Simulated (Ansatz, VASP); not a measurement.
In3Se: VASP beside Ansatz

```
CELL_PARAMETERS angstrom
4.86136 0.00000 0.00000
0.00000 4.86136 0.00000
0.00000 0.00000 4.86136
ATOMIC_POSITIONS crystal
In 0.00000 0.50000 0.50000
In 0.50000 0.00000 0.50000
In 0.50000 0.50000 0.00000
Se 0.00000 0.00000 0.00000
```

Alike in both runs: task single point; functional PBE; k mesh 10 × 10 × 10; occupations gaussian, width 0.1 eV; no spin polarisation.

|  | VASP | Ansatz |
| --- | --- | --- |
| version | VASP 6.6.1 | Ansatz 0.2.0 |
| potentials or method | VASP PAW PBE potentials, release 64 (In_d, Se), cutoff 520 eV | scalar-relativistic, plane waves, PAW |
| valence electrons in the cell | 45 | 55 |

```csv
,VASP,Ansatz,Ansatz less VASP
gap on the k mesh at the Fermi level (eV),none,none,-
pressure (GPa),-1.4,-1.4,+0.01
```

A gap of «none» marks a metal or a gap that the smearing closes. VASP's potentials hold 45 valence electrons a cell and Ansatz's 55, so a difference there can come from the potentials and not from the codes.
